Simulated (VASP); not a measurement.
Set up this calculation in VASP 6.6.1, as the native input.

```yaml
Task: single point
Functional: PBE
Potentials_or_basis: VASP PAW PBE potentials, release 64 (Al, N)
Cutoff: 520 eV
k_mesh: 12 × 12 × 6
Occupations: gaussian, width 0.05 eV
Spin: no spin polarisation
Dipole_correction: no
Further_INCAR_settings: ALGO = Normal; EDIFF = 1e-07; NBANDS = 16
```

The structure of AlN lies in POSCAR:

```
AlN
1.0
    3.1110021516      0.0000000000      0.0000000000
   -1.5555010758      2.6942068945      0.0000000000
    0.0000000000      0.0000000000      4.9780000000
Al N
2 2
Direct
    0.3333333333      0.6666666667      0.0208570808
    0.6666666667      0.3333333333      0.5208570808
    0.3333333333      0.6666666667      0.3448232222
    0.6666666667      0.3333333333      0.8448232222
```

This cell differs from its parent crystal: mode 7 (584.8 1/cm) frozen in, largest displacement -0.200 Å.

These files were run (other wordings do the same):

INCAR

```
ALGO     = Normal         # electronic algorithm
EDIFF    = 1E-7           # SCF threshold, eV
ENCUT    = 520            # plane-wave cutoff, eV
GGA      = PE             # functional
ISIF     = 2              # what is computed and relaxed
ISMEAR   = 0              # smearing method
LASPH    = True           # aspherical terms in the spheres
LCHARG   = True           # write CHGCAR
LELF     = True           # ELF
LREAL    = False          # projectors in reciprocal space
LVHAR    = True         
LWAVE    = False          # write WAVECAR
NBANDS   = 16             # bands
NELM     = 100            # most SCF steps
PREC     = Accurate       # precision mode
SIGMA    = 0.05           # smearing width, eV
```

KPOINTS

```
k-points
0
Gamma
  12 12 6
```

Potentials or basis: VASP PAW PBE potentials, release 64 (Al, N).

Command:

```console
$ cat potpaw_PBE.64/Al/POTCAR potpaw_PBE.64/N/POTCAR > POTCAR
$ mpirun -np 1 vasp_std > vasp.out
```

It gave:

* Pressure: 19.8 GPa
* Largest force: 8.025 eV/Å
* Band gap on the k mesh: 3.94 eV, direct

Caveat: the cell differs from its parent crystal (mode 7 (584.8 1/cm) frozen in, largest displacement -0.200 Å); forces of over 1 eV/Å act on the atoms, so gaps and moduli don't describe the material at rest.

Run time: 37 s on 1 thread of Intel(R) Xeon(R) Platinum 8259CL CPU @ 2.50GHz (Skylake/Cascade Lake) (shared host), peak memory 0.18 GiB.
